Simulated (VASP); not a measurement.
Ir: single point with PBE

The system is Ir.

```
CELL_PARAMETERS angstrom
0.00000 1.95929 1.95929
1.95929 0.00000 1.95929
1.95929 1.95929 0.00000
ATOMIC_POSITIONS crystal
Ir 0.00000 0.00000 0.00000
```

```json
{
 "Program": "VASP 6.6.1",
 "Task": "single point",
 "Functional": "PBE",
 "Potentials or basis": "VASP PAW PBE potentials, release 64 (Ir)",
 "Cutoff": "520 eV",
 "k mesh": "15 × 15 × 15",
 "Occupations": "methfessel-paxton, width 0.05 eV",
 "Spin": "no spin polarisation",
 "Dipole correction": "no",
 "Further INCAR settings": "ALGO = Normal; EDIFF = 1e-06; NBANDS = 10"
}
```

```yaml
Pressure: -11.5 GPa
```

Levels at points of the mesh, in eV from the Fermi level:
```tsv
k point	band 2	band 3	band 4	band 5	band 6	band 7
(0.00, 0.00, 0.00)	-3.60	-3.60	-3.60	-1.16	-1.16	14.37
```

Run time: 55 s on 1 thread of AMD EPYC 7R13 (shared host), peak memory 0.13 GiB.

Caveat: spin-orbit coupling is left out, which moves the levels of the heavy elements.
